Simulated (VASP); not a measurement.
# SiC (P3m1) in VASP: notebook

The runs below take SiC through single point, with LDA.

Program: VASP 6.6.1. These are calculated values, not measurements. Logs are shortened: lines on timing, memory, paths and dates and some standing lists are left out, and cuts for length are marked.

## (1) The cell of the first run

Symmetry: P3m1, No. 156, trigonal system. The conventional cell has a = 3.076 Å, b = 3.076 Å, c = 5.048 Å, α = 90.00°, β = 90.00°, γ = 120.00°. Within 2.4 Å of Si (site symmetry 3m) lie 4 C at 1.84 to 2.09 Å. Si (site symmetry 3m) has 4 C at 1.80 to 1.90 Å within 2.4 Å. C (site symmetry 3m) has 4 Si at 1.90 to 2.09 Å within 2.5 Å. Within 2.4 Å of C (site symmetry 3m) lie 4 Si at 1.80 to 1.84 Å.

## (2) Single point, LDA (mode 6 (550.6 1/cm) frozen in, largest displacement -0.120 Å)

INCAR

```
ALGO = Normal
EDIFF = 1E-6
ENCUT = 520
ISIF = 2
ISMEAR = 0
LASPH = T
LCHARG = F
LREAL = F
LWAVE = F
NBANDS = 16
NELM = 80
PREC = Accurate
SIGMA = 0.05
```

KPOINTS

```
k-points
0
Gamma
  12 12 6
```

POSCAR

```
SiC
1.0
    3.0759982064      0.0000000000      0.0000000000
   -1.5379991032      2.6638925888      0.0000000000
    0.0000000000      0.0000000000      5.0480000000
Si C
2 2
Direct
    0.3333333333      0.6666666667     -0.0237717908
    0.6666666667      0.3333333333      0.5237717908
    0.3333333333      0.6666666667      0.3904237150
    0.6666666667      0.3333333333      0.8795762850
```

Potentials or basis: VASP PAW LDA potentials, release 64 (Si, C).

Launch:

```bash
$ cat potpaw_LDA.64/Si/POTCAR potpaw_LDA.64/C/POTCAR > POTCAR
$ mpirun -np 1 vasp_std > vasp.out
```

OUTCAR:

```text
EDIFF = 1E-6
   ENCUT = 520
   ISIF = 2
   ISMEAR = 0
   LASPH = T
   LREAL = F
   NELM = 80
   PREC = Accurate

 ion  position               nearest neighbor table
   1  0.333  0.667  0.976-   4 1.84   4 1.84   4 1.84   3 2.09   2 2.89   2 2.89   2 2.89
   2  0.667  0.333  0.524-   4 1.80   3 1.90   3 1.90   3 1.90   1 2.89   1 2.89   1 2.89
   3  0.333  0.667  0.390-   2 1.90   2 1.90   2 1.90   1 2.09
   4  0.667  0.333  0.880-   2 1.80   1 1.84   1 1.84   1 1.84

  LATTYP: Found a hexagonal cell.
 ALAT       =     3.0759982064
 C/A-ratio  =     1.6410932846

  Lattice vectors:

 A1 = (   3.0759982064,   0.0000000000,   0.0000000000)
 A2 = (  -1.5379991032,   2.6638925888,   0.0000000000)
 A3 = (   0.0000000000,   0.0000000000,   5.0480000000)

Analysis of symmetry for initial positions (statically):
=====================================================================
 Subroutine PRICEL returns:
 Original cell was already a primitive cell.

 Routine SETGRP: Setting up the symmetry group for a
 hexagonal supercell.

 Subroutine GETGRP returns: Found  6 space group operations
 (whereof  6 operations were pure point group operations)
 out of a pool of 24 trial point group operations.

The static configuration has the point symmetry C_3v.

Analysis of symmetry for dynamics (positions and initial velocities):
=====================================================================
 Subroutine PRICEL returns:
 Original cell was already a primitive cell.

 Routine SETGRP: Setting up the symmetry group for a
 hexagonal supercell.

 Subroutine GETGRP returns: Found  6 space group operations
 (whereof  6 operations were pure point group operations)
 out of a pool of 24 trial point group operations.

The dynamic configuration has the point symmetry C_3v.

 Subroutine INISYM returns: Found  6 space group operations
 (whereof  6 operations are pure point group operations),
 and found     1 'primitive' translations

----------------------------------------------------------------------------------------

                                     Primitive cell

  volume of cell :      41.3640

  direct lattice vectors                    reciprocal lattice vectors
     3.075998206  0.000000000  0.000000000     0.325097719  0.187695255  0.000000000
    -1.537999103  2.663892589  0.000000000     0.000000000  0.375390511  0.000000000
     0.000000000  0.000000000  5.048000000     0.000000000  0.000000000  0.198098257

  length of vectors
     3.075998206  3.075998206  5.048000000     0.375390511  0.375390511  0.198098257

  position of ions in fractional coordinates (direct lattice)
     0.333333333  0.666666667  0.976228209
     0.666666667  0.333333333  0.523771791
     0.333333333  0.666666667  0.390423715
     0.666666667  0.333333333  0.879576285

  ion indices of the primitive-cell ions
   primitive index   ion index
                 1           1
                 2           2
                 3           3
                 4           4

----------------------------------------------------------------------------------------

 KPOINTS: k-points

Automatic generation of k-mesh.
 Grid dimensions read from file:
 generate k-points for:   12   12    6

 Generating k-lattice:

  Cartesian coordinates                     Fractional coordinates (reciprocal lattice)
     0.027091477  0.015641271  0.000000000     0.083333333 -0.000000000  0.000000000
     0.000000000  0.031282543  0.000000000     0.000000000  0.083333333  0.000000000
     0.000000000  0.000000000  0.033016376     0.000000000  0.000000000  0.166666667

  Length of vectors
     0.031282543  0.031282543  0.033016376

  Shift w.r.t. Gamma in fractional coordinates (k-lattice)
     0.000000000  0.000000000  0.000000000

 Subroutine IBZKPT returns following result:
 ===========================================

 Found    100 irreducible k-points:

 Following reciprocal coordinates:
            Coordinates               Weight
  0.000000  0.000000  0.000000      1.000000
  0.083333 -0.000000  0.000000      6.000000
  0.166667 -0.000000  0.000000      6.000000
  0.250000  0.000000  0.000000      6.000000
  0.333333 -0.000000  0.000000      6.000000
  0.416667 -0.000000  0.000000      6.000000
[... 16 lines left out ...]
  0.166667 -0.000000  0.166667      6.000000
  0.000000  0.166667  0.166667      6.000000
 [... further k-points ...]
   k-points           NKPTS =    100   k-points in BZ     NKDIM =    100   number of bands    NBANDS=     16
   number of dos      NEDOS =    301   number of ions     NIONS =      4
   total plane-waves  NPLWV =  23040
   dimension x,y,z NGX =    24 NGY =   24 NGZ =   40
   dimension x,y,z NGXF=    48 NGYF=   48 NGZF=   80
   ions per type =               2   2
   NGX,Y,Z   is equivalent  to a cutoff of  12.97, 12.97, 13.17 a.u.
   NGXF,Y,Z  is equivalent  to a cutoff of  25.94, 25.94, 26.35 a.u.
 SYSTEM =  unknown system
   PREC   = accura    normal or accurate (medium, high low for compatibility)
   ISTART =      0    job   : 0-new  1-cont  2-samecut
   ICHARG =      2    charge: 1-file 2-atom 10-const
   ISPIN  =      1    spin polarized calculation?
   LNONCOLLINEAR =      F non collinear calculations
   LSORBIT =      F    spin-orbit coupling
   LASPH  =      T    aspherical Exc in radial PAW
   ENCUT  =  520.0 eV  38.22 Ry    6.18 a.u.   5.72  5.72  9.39*2*pi/ulx,y,z
   NELM   =     80;   NELMIN=  2; NELMDL= -5     # of ELM steps
   EDIFF  = 0.1E-05   stopping-criterion for ELM
   LREAL  =      F    real-space projection
   EDIFFG = 0.1E-04   stopping-criterion for IOM
   NSW    =      0    number of steps for IOM
   IBRION =     -1    ionic relax: 0-MD 1-quasi-New 2-CG
   NFREE  =      0    steps in history (QN), initial steepest desc. (CG)
   ISIF   =      2    stress and relaxation
   ISYM   =      2    0-nonsym 1-usesym 2-fastsym
   POTIM  = 0.5000    time-step for ionic-motion
   TEBEG  =    0.0;   TEEND  =   0.0 temperature during run
   PSTRESS=    0.0 pullay stress
   NELECT =      16.0000    total number of electrons
   NUPDOWN=      -1.0000    fix difference up-down
   EMIN   =  10.00;   EMAX   =-10.00  energy-range for DOS
   EFERMI =   0.00;   METHOD = LEGACY
   ISMEAR =     0;   SIGMA  =   0.05  broadening in eV -4-tet -1-fermi 0-gaus
   EFERMI_NEDOS =   21; number of points for ismear=-14 and -15
   IALGO  =     38    algorithm
   IMIX   =      4    mixing-type and parameters
     AMIX     =   0.40;   BMIX     =  1.00
     AMIX_MAG =   1.60;   BMIX_MAG =  1.00
  volume/ion in A,a.u.               =      10.34        69.78
  Fermi-wavevector in a.u.,A,eV,Ry     =   1.192818  2.254099 19.358564  1.422814
  Thomas-Fermi vector in A             =   2.328847
   LORBIT       =      0    0 simple, 1 ext, 2 COOP (PROOUT), +10 PAW based schemes
   GGA     = CA    functional components
   LHFCALC =     F    Hartree Fock is set to
   AEXX    =    0.0000 exact exchange contribution
   IVDW    =     0    specifies the selected vdW correction
   LEPSILON=     F    determine dielectric tensor
   LRPA    =     F    only Hartree local field effects (RPA)
 non-spin polarized calculation
 Gauss-broadening in eV      SIGMA  =   0.05
  energy-cutoff  :      520.00
  volume of cell :       41.36
 maximum number of plane-waves:      1132
 NGX is ok and might be reduce to    24
   NGX = 11   NGY = 11   NGZ = 19

 number of electron      16.0000000 magnetization

 Free energy of the ion-electron system (eV)
  ---------------------------------------------------
  ext. energy  EPLUGINS =         0.00000000
  ---------------------------------------------------
  free energy    TOTEN  =       -32.76610100 eV

  energy without entropy =      -32.76610100  energy(sigma->0) =      -32.76610100

 E-fermi :   8.7538     XC(G=0): -11.5409

 val. band max:        8.5092105448   @ k =   0.0000   0.0000   0.0000
 cond. band min:      10.5610306317   @ k =   0.3333   0.3333   0.0000
 fundamental gap:      2.0518200869
 Fermi energy:         8.7537504292

 k-point     1 :       0.0000    0.0000    0.0000
  band No.  band energies     occupation
      1      -7.5840      2.00000
      2      -3.5845      2.00000
      3      -0.3594      2.00000
      4       6.2364      2.00000
      5       6.2364      2.00000
      6       8.3170      2.00000
[... 8 lines left out ...]
     15      16.9820      0.00000
     16      19.4854      0.00000

 k-point     2 :       0.0833   -0.0000    0.0000
  band No.  band energies     occupation
      1      -7.4643      2.00000
      2      -3.4788      2.00000
      3      -0.2486      2.00000
      4       5.6128      2.00000
      5       6.0569      2.00000
      6       7.9981      2.00000
[... 8 lines left out ...]
     15      17.2379      0.00000
     16      18.5781      0.00000

 k-point     3 :       0.1667   -0.0000    0.0000
  band No.  band energies     occupation
      1      -7.1085      2.00000
      2      -3.1698      2.00000
      3       0.0735      2.00000
      4       4.2113      2.00000
      5       5.6307      2.00000
      6       6.8330      2.00000
[... 8 lines left out ...]
     15      17.7188      0.00000
     16      17.7645      0.00000

 k-point     4 :       0.2500    0.0000    0.0000
  band No.  band energies     occupation
      1      -6.5284      2.00000
      2      -2.6914      2.00000
      3       0.5466      2.00000
      4       2.6570      2.00000
      5       5.1493      2.00000
      6       5.4185      2.00000
[... 8 lines left out ...]
     15      18.1887      0.00000
     16      18.4574      0.00000
[... 324 lines left out ...]
 k-point    22 :       0.0000    0.0833    0.1667
  band No.  band energies     occupation
      1      -7.3612      2.00000
      2      -3.9746      2.00000
      3       0.4855      2.00000
      4       5.6542      2.00000
      5       6.0957      2.00000
      6       7.4898      2.00000
[... 8 lines left out ...]
     15      17.0750      0.00000
     16      19.0862      0.00000

 k-point    23 :       0.1667   -0.0000    0.1667
  band No.  band energies     occupation
      1      -7.0068      2.00000
      2      -3.6496      2.00000
      3       0.7730      2.00000
      4       4.2699      2.00000
      5       5.6785      2.00000
      6       6.5606      2.00000
[... 8 lines left out ...]
     15      17.5224      0.00000
     16      18.0425      0.00000

 k-point    24 :       0.0000    0.1667    0.1667
  band No.  band energies     occupation
      1      -7.0068      2.00000
      2      -3.6493      2.00000
      3       0.7686      2.00000
      4       4.2914      2.00000
      5       5.6787      2.00000
      6       6.5518      2.00000
[... 8 lines left out ...]
     15      17.7927      0.00000
     16      18.6424      0.00000

 [... further k-points ...]
[... 5 lines left out ...]
  --------------------------------------------------------------------------------------
  -------------------------------------------------------------------------------------
  Total       -0.3020970     -0.3020970     -0.0690746     -0.0000000      0.0000000      0.0000000
  in kB      -11.7013219    -11.7013219     -2.6755104     -0.0000000      0.0000000      0.0000000
  external PRESSURE =      -8.6927180 kB  Pullay stress =       0.0000000 kB

 VOLUME and BASIS-vectors are now :
 -----------------------------------------------------------------------------
  energy-cutoff  :      520.00
  volume of cell :       41.36
      direct lattice vectors                 reciprocal lattice vectors
     3.075998206  0.000000000  0.000000000     0.325097719  0.187695255  0.000000000
    -1.537999103  2.663892589  0.000000000     0.000000000  0.375390511  0.000000000
     0.000000000  0.000000000  5.048000000     0.000000000  0.000000000  0.198098257

 POSITION                                       TOTAL-FORCE (eV/Angst)
 -----------------------------------------------------------------------------------
     -0.00000      1.77593      4.92800        -0.000000      0.000000      3.818105
      1.53800      0.88796      2.64400        -0.000000      0.000000     -3.819715
     -0.00000      1.77593      1.97086         0.000000     -0.000000     -0.511225
      1.53800      0.88796      4.44010        -0.000000      0.000000      0.512836
 -----------------------------------------------------------------------------------
    total drift:                               -0.000000      0.000000      0.000203

  FREE ENERGIE OF THE ION-ELECTRON SYSTEM (eV)
  ---------------------------------------------------
  free  energy   TOTEN  =       -32.7661010046 eV

  energy  without entropy=      -32.7661010046  energy(sigma->0) =      -32.76610100
```

Run time: 32 s. Hardware: 1 thread of AMD EPYC 9R45 (Zen 5), shared host; peak memory 0.14 GiB.

What came out:

```yaml
Free_energy: -32.7661 eV
Pressure: -0.9 GPa
Largest_force: 3.820 eV/Å
Band_gap_on_the_k_mesh: 2.05 eV, indirect (least direct gap 3.45 eV)
```

Forces on the atoms (eV/Å):
```
Si   0.000  0.000  3.818
Si   0.000  0.000 -3.820
C    0.000  0.000 -0.511
C    0.000  0.000  0.513
```

Stress tensor (GPa, compression positive):
```
-1.17  0.00  0.00
 0.00 -1.17  0.00
 0.00  0.00 -0.27
```

Caveat: the cell differs from its parent crystal (mode 6 (550.6 1/cm) frozen in, largest displacement -0.120 Å); forces of over 1 eV/Å act on the atoms, so gaps and moduli don't describe the material at rest. A k mesh can miss the band edges.

(Part 1 of 2 ends here.)
